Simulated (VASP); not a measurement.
# HC4 in VASP: a series of runs

The runs below take HC4 through single point, with PBE+D3(BJ).

All numbers are computed with VASP 6.6.1; they aren't measurements. Logs are shortened: lines on timing, memory, paths and dates and some standing lists are left out, and cuts for length are marked.

**1. The cell of the first run**

The cell holds a slab with vacuum, 10 atoms: a = 4.931 Å, b = 4.931 Å, c = 18.000 Å, α = 90.00°, β = 90.00°, γ = 120.00°.

**2. Single point, PBE+D3(BJ)**

The input, INCAR:

```
  PREC = Accurate
  ENCUT = 520
  EDIFF = 1E-6
  ISMEAR = 0
  SIGMA = 0.1
  LREAL = F
  LASPH = T
  NELM = 120
  ALGO = Normal
  ISIF = 2
  LWAVE = F
  LCHARG = F
  LDIPOL = T
  IDIPOL = 3
  DIPOL = 0.5 0.5 0.251
  GGA = PE
  IVDW = 12
  NBANDS = 28
  GGA_COMPAT = F
  NELMDL = -8
```

The input, KPOINTS:

```
Automatic mesh
0
Gamma
  6 6 1
```

The input, POSCAR:

```
HC4
1.0
    4.9314379192      0.0000000000      0.0000000000
   -2.4657189596      4.2707505152      0.0000000000
    0.0000000000      0.0000000000     18.0000000000
C H
8 2
Direct
    0.1666666667      0.3333333333      0.2222222222
    0.1666666667      0.8333333333      0.2222222222
    0.6666666667      0.3333333333      0.2222222222
    0.6666666667      0.8333333333      0.2222222222
    0.3333333333      0.1666666667      0.2222222222
    0.3333333333      0.6666666667      0.2222222222
    0.8333333333      0.1666666667      0.2222222222
    0.8333333333      0.6666666667      0.2222222222
    0.1128705015      0.3871294985      0.3666666667
    0.2204628318      0.2795371682      0.3666666667
```

Potentials or basis: VASP PAW PBE potentials, release 64 (C, H).

Launch:

```console
cat potpaw_PBE.64/C/POTCAR potpaw_PBE.64/H/POTCAR > POTCAR
mpirun -np 1 vasp_std > vasp.out
```

OUTCAR:

```text
PREC = Accurate
   ENCUT = 520
   EDIFF = 1E-6
   ISMEAR = 0
   LREAL = F
   LASPH = T
   NELM = 120
   ISIF = 2
   GGA = PE
   IVDW = 12
   NELMDL = -8
 IVDW          = 12

 ion  position               nearest neighbor table
   1  0.167  0.333  0.222-   5 1.42   6 1.42   7 1.42
   2  0.167  0.833  0.222-   6 1.42   5 1.42   8 1.42
   3  0.667  0.333  0.222-   7 1.42   8 1.42   5 1.42
   4  0.667  0.833  0.222-   8 1.42   7 1.42   6 1.42
   5  0.333  0.167  0.222-   1 1.42   2 1.42   3 1.42
   6  0.333  0.667  0.222-   2 1.42   1 1.42   4 1.42
   7  0.833  0.167  0.222-   3 1.42   4 1.42   1 1.42
   8  0.833  0.667  0.222-   4 1.42   3 1.42   2 1.42
   9  0.113  0.387  0.367-
  10  0.220  0.280  0.367-

  LATTYP: Found a hexagonal cell.
 ALAT       =     4.9314379192
 C/A-ratio  =     3.6500510186

  Lattice vectors:

 A1 = (   4.9314379192,   0.0000000000,   0.0000000000)
 A2 = (  -2.4657189596,   4.2707505152,   0.0000000000)
 A3 = (   0.0000000000,   0.0000000000,  18.0000000000)

Analysis of symmetry for initial positions (statically):
=====================================================================
 Subroutine PRICEL returns:
 Original cell was already a primitive cell.

 Routine SETGRP: Setting up the symmetry group for a
 hexagonal supercell.

 Subroutine GETGRP returns: Found  2 space group operations
 (whereof  1 operations were pure point group operations)
 out of a pool of 24 trial point group operations.

The static configuration has the point symmetry C_1 .
 The point group associated with its full space group is C_1h.

Analysis of symmetry for dynamics (positions and initial velocities):
=====================================================================
 Subroutine PRICEL returns:
 Original cell was already a primitive cell.

 Routine SETGRP: Setting up the symmetry group for a
 hexagonal supercell.

 Subroutine GETGRP returns: Found  2 space group operations
 (whereof  1 operations were pure point group operations)
 out of a pool of 24 trial point group operations.

The dynamic configuration has the point symmetry C_1 .
 The point group associated with its full space group is C_1h.

 Subroutine INISYM returns: Found  2 space group operations
 (whereof  1 operations are pure point group operations),
 and found     1 'primitive' translations

----------------------------------------------------------------------------------------

                                     Primitive cell

  volume of cell :     379.0969

  direct lattice vectors                    reciprocal lattice vectors
     4.931437919  0.000000000  0.000000000     0.202780612  0.117075441  0.000000000
    -2.465718960  4.270750515  0.000000000     0.000000000  0.234150882  0.000000000
     0.000000000  0.000000000 18.000000000     0.000000000  0.000000000  0.055555556

  length of vectors
     4.931437919  4.931437919 18.000000000     0.234150882  0.234150882  0.055555556

  position of ions in fractional coordinates (direct lattice)
     0.166666667  0.333333333  0.222222222
     0.166666667  0.833333333  0.222222222
     0.666666667  0.333333333  0.222222222
     0.666666667  0.833333333  0.222222222
     0.333333333  0.166666667  0.222222222
     0.333333333  0.666666667  0.222222222
     0.833333333  0.166666667  0.222222222
     0.833333333  0.666666667  0.222222222
     0.112870501  0.387129499  0.366666667
     0.220462832  0.279537168  0.366666667

  ion indices of the primitive-cell ions
   primitive index   ion index
                 1           1
                 2           2
                 3           3
                 4           4
                 5           5
                 6           6
                 7           7
                 8           8
                 9           9
                10          10

----------------------------------------------------------------------------------------

 KPOINTS: Automatic mesh

Automatic generation of k-mesh.
 Grid dimensions read from file:
 generate k-points for:    6    6    1

 Generating k-lattice:

  Cartesian coordinates                     Fractional coordinates (reciprocal lattice)
     0.033796769  0.019512574  0.000000000     0.166666667 -0.000000000  0.000000000
     0.000000000  0.039025147  0.000000000     0.000000000  0.166666667  0.000000000
     0.000000000  0.000000000  0.055555556     0.000000000  0.000000000  1.000000000

  Length of vectors
     0.039025147  0.039025147  0.055555556

  Shift w.r.t. Gamma in fractional coordinates (k-lattice)
     0.000000000  0.000000000  0.000000000

 Subroutine IBZKPT returns following result:
 ===========================================

 Found     13 irreducible k-points:

 Following reciprocal coordinates:
            Coordinates               Weight
  0.000000  0.000000  0.000000      1.000000
  0.166667  0.000000  0.000000      4.000000
 -0.166667  0.166667  0.000000      2.000000
  0.333333  0.000000  0.000000      4.000000
 -0.333333  0.333333  0.000000      2.000000
  0.500000 -0.000000  0.000000      2.000000
  0.500000  0.500000  0.000000      1.000000
  0.166667  0.166667  0.000000      2.000000
 -0.166667  0.333333  0.000000      4.000000
  0.333333  0.166667  0.000000      4.000000
 -0.166667  0.500000  0.000000      4.000000
  0.500000  0.333333  0.000000      4.000000
  0.333333  0.333333  0.000000      2.000000
   k-points           NKPTS =     13   k-points in BZ     NKDIM =     13   number of bands    NBANDS=     28
   number of dos      NEDOS =    301   number of ions     NIONS =     10
   total plane-waves  NPLWV = 224000
   dimension x,y,z NGX =    40 NGY =   40 NGZ =  140
   dimension x,y,z NGXF=    80 NGYF=   80 NGZF=  280
   ions per type =               8   2
   NGX,Y,Z   is equivalent  to a cutoff of  13.48, 13.48, 12.93 a.u.
   NGXF,Y,Z  is equivalent  to a cutoff of  26.97, 26.97, 25.86 a.u.
 SYSTEM =  unknown system
   PREC   = accura    normal or accurate (medium, high low for compatibility)
   ISTART =      0    job   : 0-new  1-cont  2-samecut
   ICHARG =      2    charge: 1-file 2-atom 10-const
   ISPIN  =      1    spin polarized calculation?
   LNONCOLLINEAR =      F non collinear calculations
   LSORBIT =      F    spin-orbit coupling
   LASPH  =      T    aspherical Exc in radial PAW
   ENCUT  =  520.0 eV  38.22 Ry    6.18 a.u.   9.17  9.17 33.47*2*pi/ulx,y,z
   NELM   =    120;   NELMIN=  2; NELMDL= -8     # of ELM steps
   EDIFF  = 0.1E-05   stopping-criterion for ELM
   LREAL  =      F    real-space projection
   EDIFFG = 0.1E-04   stopping-criterion for IOM
   NSW    =      0    number of steps for IOM
   IBRION =     -1    ionic relax: 0-MD 1-quasi-New 2-CG
   NFREE  =      0    steps in history (QN), initial steepest desc. (CG)
   ISIF   =      2    stress and relaxation
   ISYM   =      2    0-nonsym 1-usesym 2-fastsym
   POTIM  = 0.5000    time-step for ionic-motion
   TEBEG  =    0.0;   TEEND  =   0.0 temperature during run
   PSTRESS=    0.0 pullay stress
   NELECT =      34.0000    total number of electrons
   NUPDOWN=      -1.0000    fix difference up-down
   EMIN   =  10.00;   EMAX   =-10.00  energy-range for DOS
   EFERMI =   0.00;   METHOD = LEGACY
   ISMEAR =     0;   SIGMA  =   0.10  broadening in eV -4-tet -1-fermi 0-gaus
   EFERMI_NEDOS =   21; number of points for ismear=-14 and -15
   IALGO  =     38    algorithm
   IMIX   =      4    mixing-type and parameters
     AMIX     =   0.40;   BMIX     =  1.00
     AMIX_MAG =   1.60;   BMIX_MAG =  1.00
  volume/ion in A,a.u.               =      37.91       255.83
  Fermi-wavevector in a.u.,A,eV,Ry     =   0.732798  1.384788  7.306236  0.536993
  Thomas-Fermi vector in A             =   1.825350
   LORBIT       =      0    0 simple, 1 ext, 2 COOP (PROOUT), +10 PAW based schemes
   GGA     = PE    functional components
   LHFCALC =     F    Hartree Fock is set to
   AEXX    =    0.0000 exact exchange contribution
   IVDW    =    12    specifies the selected vdW correction
   LEPSILON=     F    determine dielectric tensor
   LRPA    =     F    only Hartree local field effects (RPA)
 non-spin polarized calculation
 Gauss-broadening in eV      SIGMA  =   0.10
  energy-cutoff  :      520.00
  volume of cell :      379.10
 maximum number of plane-waves:     10258
 NGX is ok and might be reduce to    40
   NGX = 19   NGY = 19   NGZ = 67

 dipolmoment           0.000000      0.000000     -0.000770 electrons x Angstroem

 number of electron      33.9999997 magnetization

 dipolmoment           0.000000      0.000000      0.018328 electrons x Angstroem

 Free energy of the ion-electron system (eV)
  ---------------------------------------------------
  ext. energy  EPLUGINS =         0.00000000
  ---------------------------------------------------
  free energy    TOTEN  =       -80.10168745 eV

  energy without entropy =      -80.09546072  energy(sigma->0) =      -80.09857409

 E-fermi :  -2.5569     XC(G=0):  -2.7883

 val. band max:       -2.5651270261   @ k =   0.3333   0.3333   0.0000
 cond. band min:      -2.5487200260   @ k =   0.3333   0.3333   0.0000
 fundamental gap:      0.0164070001
 Fermi energy:        -2.5569235260

 k-point     1 :       0.0000    0.0000    0.0000
  band No.  band energies     occupation
      1     -22.0760      2.00000
      2     -16.8333      2.00000
      3     -16.8330      2.00000
      4     -16.8317      2.00000
      5     -15.7928      2.00000
      6     -15.7909      2.00000
[... 20 lines left out ...]
     27       4.8183      0.00000
     28       4.8188      0.00000

 k-point     2 :       0.1667    0.0000    0.0000
  band No.  band energies     occupation
      1     -21.9120      2.00000
      2     -18.0943      2.00000
      3     -17.2279      2.00000
      4     -17.2273      2.00000
      5     -15.1279      2.00000
      6     -15.1275      2.00000
[... 20 lines left out ...]
     27       4.8982      0.00000
     28       5.5673      0.00000

 k-point     3 :      -0.1667    0.1667    0.0000
  band No.  band energies     occupation
      1     -21.9120      2.00000
      2     -18.0941      2.00000
      3     -17.2281      2.00000
      4     -17.2274      2.00000
      5     -15.1289      2.00000
      6     -15.1262      2.00000
[... 20 lines left out ...]
     27       5.5548      0.00000
     28       5.5566      0.00000

 k-point     4 :       0.3333    0.0000    0.0000
  band No.  band energies     occupation
      1     -21.4214      2.00000
      2     -19.4907      2.00000
      3     -17.6436      2.00000
      4     -17.6432      2.00000
      5     -13.9594      2.00000
      6     -13.9591      2.00000
[... 237 lines left out ...]
     27       4.7942      0.00000
     28       4.9713      0.00000

 k-point    12 :       0.5000    0.3333    0.0000
  band No.  band energies     occupation
      1     -20.9337      2.00000
      2     -19.9681      2.00000
      3     -19.0198      2.00000
      4     -16.3688      2.00000
      5     -14.5057      2.00000
      6     -12.2169      2.00000
[... 20 lines left out ...]
     27       4.7353      0.00000
     28       4.9510      0.00000

 k-point    13 :       0.3333    0.3333    0.0000
  band No.  band energies     occupation
      1     -20.1341      2.00000
      2     -20.1280      2.00000
      3     -20.1233      2.00000
      4     -15.1529      2.00000
      5     -15.1492      2.00000
      6     -13.1107      2.00000
[... 20 lines left out ...]
     27       4.2015      0.00000
     28       4.6159      0.00000

------------------------ aborting loop because EDIFF is reached ----------------------------------------

 vacuum level on the upper side and lower side of the slab       (xc-potential included)         0.025        -0.085

 Edisp (eV)   -0.83756

 E8    (eV) :    -0.2511

  FORCE on cell =-STRESS in cart. coord.  units (eV):
  Direction    XX          YY          ZZ          XY          YZ          ZX
  --------------------------------------------------------------------------------------
  -------------------------------------------------------------------------------------
  Total      -2.22336    -0.64414     0.80642     1.36764    -0.00665     0.01152
  in kB      -9.39657    -2.72234     3.40818     5.78005    -0.02812     0.04870
  external pressure =       -2.90 kB  Pullay stress =        0.00 kB

 VOLUME and BASIS-vectors are now :
 -----------------------------------------------------------------------------
  energy-cutoff  :      520.00
  volume of cell :      379.10
      direct lattice vectors                 reciprocal lattice vectors
     4.931437919  0.000000000  0.000000000     0.202780612  0.117075441  0.000000000
    -2.465718960  4.270750515  0.000000000     0.000000000  0.234150882  0.000000000
     0.000000000  0.000000000 18.000000000     0.000000000  0.000000000  0.055555556

 POSITION                                       TOTAL-FORCE (eV/Angst)
 -----------------------------------------------------------------------------------
      0.00000      1.42358      4.00000        -0.004168      0.002406     -0.264106
     -1.23286      3.55896      4.00000         0.017047      0.000974      0.026838
      2.46572      1.42358      4.00000         0.007680     -0.015250      0.026838
      1.23286      3.55896      4.00000        -0.015754      0.009095      0.021556
      1.23286      0.71179      4.00000        -0.044774      0.025850     -0.055882
     -0.00000      2.84717      4.00000         0.008444     -0.039221     -0.068234
      3.69858      0.71179      4.00000         0.038188      0.012298     -0.068234
      2.46572      2.84717      4.00000        -0.011101      0.006409      0.044335
     -0.39794      1.65333      6.60000         2.946239     -1.701012      0.171739
      0.39794      1.19383      6.60000        -2.941801      1.698449      0.165150
 -----------------------------------------------------------------------------------
    total drift:                                0.000038     -0.000022      0.000474

  FREE ENERGIE OF THE ION-ELECTRON SYSTEM (eV)
  ---------------------------------------------------
  free  energy   TOTEN  =       -80.9392457752 eV

  energy  without entropy=      -80.9330190476  energy(sigma->0) =      -80.93613241

 vacuum level on the upper side and lower side of the slab         1.863         1.706
```

It took 7.2 min on 1 thread of AMD EPYC 7R13, shared host; peak memory 0.53 GiB.

Results:

- Free energy: -80.9392 eV
- Largest force: 3.406 eV/Å
- Band gap on the k mesh: 0.02 eV
- Dispersion energy per atom: -0.084 eV

Forces in eV/Å, atoms in the order of the input:
```
C   -0.004  0.002 -0.264
C    0.017  0.001  0.027
C    0.008 -0.015  0.027
C   -0.016  0.009  0.022
C   -0.045  0.026 -0.056
C    0.008 -0.039 -0.068
C    0.038  0.012 -0.068
C   -0.011  0.006  0.044
H    2.946 -1.701  0.172
H   -2.942  1.698  0.165
```

Levels at points of the mesh, in eV from the valence-band top:
| k point | band 13 | band 14 | band 15 | band 16 | band 17 | band 18 | band 19 | band 20 | band 21 | band 22 |
| --- | --- | --- | --- | --- | --- | --- | --- | --- | --- | --- |
| (0.00, 0.00, 0.00) | -3.03 | -3.03 | -2.36 | -2.35 | -2.29 | 1.61 | 1.67 | 1.69 | 3.63 | 4.13 |
| (0.50, 0.00, 0.00) | -5.04 | -5.03 | -4.90 | -2.75 | -2.67 | 2.80 | 2.82 | 3.89 | 5.63 | 5.65 |
| (0.50, 0.50, 0.00) | -5.05 | -5.03 | -4.91 | -2.74 | -2.66 | 2.80 | 2.82 | 3.23 | 5.63 | 5.73 |

**3. Single point, PBE+D3(BJ)**

The input, INCAR:

```
SYSTEM = HC4
PREC = Accurate ; ENCUT = 520
EDIFF = 1E-6 ; ISMEAR = 0
SIGMA = 0.1 ; LREAL = .FALSE.
LASPH = .TRUE. ; NELM = 120
ALGO = Normal ; ISIF = 2
LWAVE = .FALSE. ; LCHARG = .TRUE.
LDIPOL = .TRUE. ; IDIPOL = 3
DIPOL = 0.5 0.5 0.241 ; GGA = PE
IVDW = 12 ; LELF = .TRUE.
LVHAR = .TRUE. ; LVACPOTAV = .TRUE.
NBANDS = 28 ; GGA_COMPAT = .FALSE.
NELMDL = -8
```

The input, KPOINTS:

```
Automatic mesh
0
G
  6 6 1
  0 0 0
```

Edit POSCAR of step 2 so:

```diff
@@ -16,3 +16,3 @@
     0.8333333333      0.6666666667      0.2222222222
-    0.1128705015      0.3871294985      0.3666666667
-    0.2204628318      0.2795371682      0.3666666667
+    0.0791527745      0.4208472255      0.3183333333
+    0.2541805588      0.2458194412      0.3183333333
```

Potentials or basis: VASP PAW PBE potentials, release 64 (C, H).

Launch:

```console
cat potpaw_PBE.64/C/POTCAR potpaw_PBE.64/H/POTCAR > POTCAR
mpirun -np 1 vasp_std > vasp.out
```

It took 8.3 min on 1 thread of AMD EPYC 7R13, shared host; peak memory 0.5 GiB.

The run converged. Its results:

* Free energy: -77.1543 eV
* Largest force: 3.796 eV/Å
* Band gap on the k mesh: 0.69 eV
* Dispersion energy per atom: -0.091 eV

Forces in eV/Å, atoms in the order of the input:
```
C   -0.286  0.165 -1.269
C    0.068 -0.146 -0.104
C    0.161  0.014 -0.104
C   -0.167  0.097 -0.039
C    0.248 -0.143 -0.351
C    0.090  0.404 -0.878
C   -0.305 -0.280 -0.878
C    0.072 -0.042  0.327
H    2.859 -1.651  1.873
H   -2.738  1.581  1.422
```

Levels at points of the mesh, in eV from the valence-band top:
| k point | band 14 | band 15 | band 16 | band 17 | band 18 | band 19 | band 20 | band 21 |
| --- | --- | --- | --- | --- | --- | --- | --- | --- |
| (0.00, 0.00, 0.00) | -2.78 | -2.31 | -2.07 | -0.52 | 0.77 | 1.91 | 2.02 | 4.20 |
| (0.50, 0.00, 0.00) | -4.74 | -2.98 | -2.75 | -0.36 | 2.19 | 3.05 | 3.76 | 5.99 |
| (0.50, 0.50, 0.00) | -4.77 | -3.31 | -2.46 | -0.07 | 1.97 | 3.10 | 3.31 | 6.15 |

**4. Single point, PBE+D3(BJ)**

The input, INCAR:

```
SYSTEM = HC4
ALGO     = Normal         ! electronic algorithm
DIPOL    = 0.5 0.5 0.231
EDIFF    = 1E-6           ! SCF threshold, eV
ENCUT    = 520            ! plane-wave cutoff, eV
GGA      = PE             ! functional
GGA_COMPAT= .FALSE.      
IDIPOL   = 3            
ISIF     = 2              ! what is computed and relaxed
ISMEAR   = 0              ! smearing method
IVDW     = 12             ! dispersion correction
LASPH    = .TRUE.         ! aspherical terms in the spheres
LCHARG   = .FALSE.        ! write CHGCAR
LDIPOL   = .TRUE.       
LREAL    = .FALSE.        ! projectors in reciprocal space
LWAVE    = .FALSE.        ! write WAVECAR
NBANDS   = 28             ! bands
NELM     = 120            ! most SCF steps
NELMDL   = -8           
PREC     = Accurate       ! precision mode
SIGMA    = 0.1            ! smearing width, eV
```

The input, KPOINTS:

```
k-points
0
G
  6 6 1
  0 0 0
```

Edit POSCAR of step 3 so:

```diff
@@ -16,3 +16,3 @@
     0.8333333333      0.6666666667      0.2222222222
-    0.0791527745      0.4208472255      0.3183333333
-    0.2541805588      0.2458194412      0.3183333333
+    0.1286171483      0.3713828517      0.2650000000
+    0.2047161850      0.2952838150      0.2650000000
```

Launch:

```console
cat potpaw_PBE.64/C/POTCAR potpaw_PBE.64/H/POTCAR > POTCAR
mpirun -np 1 vasp_std > vasp.out
```

It took 7.7 min on 1 thread of AMD EPYC 7R13, shared host; peak memory 0.5 GiB.

The run converged. Its results:

| Quantity | Value |
| --- | --- |
| Free energy | -68.4542 eV |
| Largest force | 28.915 eV/Å |
| Band gap on the k mesh | 0.38 eV (least direct gap 0.63 eV) |
| Dispersion energy per atom | -0.078 eV |

Forces in eV/Å, atoms in the order of the input:
```
C    -0.964   0.557 -28.893
C     0.089  -0.172  -0.227
C     0.193   0.009  -0.227
C    -0.097   0.056  -0.173
C     5.480  -3.164  -2.268
C     0.161   6.281  -2.581
C    -5.359  -3.281  -2.581
C    -0.015   0.009   0.062
H   -12.231   7.061  18.369
H    12.742  -7.356  18.518
```

Levels at points of the mesh, in eV from the valence-band top:
| k point | band 14 | band 15 | band 16 | band 17 | band 18 | band 19 | band 20 | band 21 |
| --- | --- | --- | --- | --- | --- | --- | --- | --- |
| (0.00, 0.00, 0.00) | -3.89 | -3.15 | -3.03 | -0.25 | 0.38 | 0.75 | 1.56 | 3.08 |
| (0.50, 0.00, 0.00) | -5.41 | -4.67 | -3.61 | 0.00 | 1.79 | 3.10 | 3.92 | 4.56 |
| (0.50, 0.50, 0.00) | -5.47 | -4.66 | -3.47 | -0.14 | 2.03 | 3.12 | 3.86 | 4.47 |

**5. The runs side by side**

| cell | gap on the mesh (eV) | largest force (eV/Å) |
| --- | --- | --- |
| as given, atomic positions A | 0.02 | 3.41 |
| as given, atomic positions B | 0.69 | 3.80 |
| as given, atomic positions C | 0.38 | 28.91 |

Alike in all rows: task single point; level PBE+D3(BJ); potentials or basis VASP PAW PBE potentials, release 64 (C, H); no spin polarisation; k mesh 6 × 6 × 1; cutoff (eV) 520; smearing gaussian 0.1 eV.

Absolute energies hang on the potentials; compare differences alone.
